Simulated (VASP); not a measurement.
Write the native input for VASP 6.6.1 that does the following.

```
Task                   : single point
Functional             : PBE
Potentials or basis    : VASP PAW PBE potentials, release 64 (Cd)
Cutoff                 : 520 eV
k mesh                 : 20 × 20 × 20
Occupations            : gaussian, width 0.1 eV
Spin                   : no spin polarisation
Dipole correction      : no
Further INCAR settings : ALGO = Fast; EDIFF = 1e-07; NBANDS = 12
```

The structure of Cd lies in POSCAR:

```
Cd
1.0
    2.5995721187     -1.6334949912      0.0389920529
    2.5995721187      1.6334949912      0.0389920529
   -1.5702137518      0.0000000000      2.7667672956
Cd
1
Direct
    0.0000000000      0.0000000000      0.5000000000
```

These files were run (other wordings do the same):

INCAR

```
SYSTEM = Cd
PREC = Accurate ; ENCUT = 520
EDIFF = 1E-7 ; ISMEAR = 0
SIGMA = 0.1 ; LREAL = .False.
LASPH = .True. ; NELM = 60
ALGO = Fast ; ISIF = 2
LWAVE = .False. ; LCHARG = .True.
GGA = PE ; LELF = .True.
LVHAR = .True. ; NBANDS = 12
```

KPOINTS

```
Automatic mesh
0
Gamma
  20 20 20
  0 0 0
```

Potentials or basis: VASP PAW PBE potentials, release 64 (Cd).

Run with:

```console
$ cat potpaw_PBE.64/Cd/POTCAR > POTCAR
$ mpirun -np 1 vasp_std > vasp.out
```

It gave:

The pressure is -0.8 GPa and the band gap on the k mesh is zero (bands 6 and 7 overlap by 4.03 eV).

It took 11 min on 1 thread of Oxide Virtual Turin-like Processor, with other jobs on the host, peak memory 0.59 GiB.
